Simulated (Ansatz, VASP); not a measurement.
One calculation of Sr, two programs

```
CELL_PARAMETERS angstrom
2.14941 -3.70767 0.00687
-6.39487 -3.67653 -0.00826
-0.02439 0.01166 -13.98576
ATOMIC_POSITIONS crystal
Sr 0.49929 0.49801 0.99995
Sr 0.99969 0.99845 0.00016
Sr 0.49814 0.83681 0.75012
Sr 0.99601 0.33672 0.74951
Sr 0.49986 0.50066 0.49974
Sr 0.00036 0.00064 0.49995
Sr 0.00332 0.66428 0.25041
Sr 0.50333 0.16442 0.25017
```

Change from the starting cell: cell x2, atoms moved at random (sigma 0.1 Å) and cell strained at random (1.5 %), then relaxed without symmetry.

Alike in both runs: functional PBE; k mesh 6 × 4 × 2; occupations gaussian, width 0.2 eV; no spin polarisation.

Ansatz relaxed the structure, and its values are those at the end. VASP's run is a single point on that final structure, the one shown.

|  | VASP | Ansatz |
| --- | --- | --- |
| version | VASP 6.6.1 | Ansatz 0.2.0 |
| potentials or method | VASP PAW PBE potentials, release 64 (Sr_sv), cutoff 520 eV | scalar-relativistic, plane waves, PAW |
| valence electrons in the cell | 80 | 80 |

```csv
,VASP,Ansatz,Ansatz less VASP
gap on the k mesh at the Fermi level (eV),none,none,-
pressure (GPa),0.0,0.0,0.00
rms of the force components (eV/Å),0.004,0.004,0.0000
```

A gap of «none» marks a metal or a gap that the smearing closes.
